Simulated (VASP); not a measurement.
A run of VASP 6.6.1:

File INCAR:

```
PREC = Accurate ; ENCUT = 520
EDIFF = 1E-7 ; ISMEAR = 0
SIGMA = 0.05 ; LREAL = F
LASPH = T ; NELM = 80
ALGO = Normal ; ISIF = 2
LWAVE = F ; LCHARG = F
GGA = PE ; NBANDS = 14
```

File KPOINTS:

```
Automatic mesh
0
Gamma
  8 8 8
```

POSCAR

```
NaCl
1.0
    0.0000000000      2.8317500000      2.8317500000
    2.8317500000      0.0000000000      2.8317500000
    2.8317500000      2.8317500000      0.0000000000
Na Cl
1 1
Direct
    0.0000000000      0.0000000000      0.0000000000
    0.4719080029      0.5280919971      0.5000000000
```

Potentials or basis: VASP PAW PBE potentials, release 64 (Na_pv, Cl).

Command:

```sh
$ cat potpaw_PBE.64/Na_pv/POTCAR potpaw_PBE.64/Cl/POTCAR > POTCAR
$ mpirun -np 1 vasp_std > vasp.out
```

Hardware: 1 thread of Intel Xeon 8259CL (shared host).

Problem. How long does it take, and how much memory?

Solution. Run time: 74 s on 1 thread of Intel Xeon 8259CL (shared host), peak memory 0.19 GiB. Counts: scf iterations 14, k points 95.
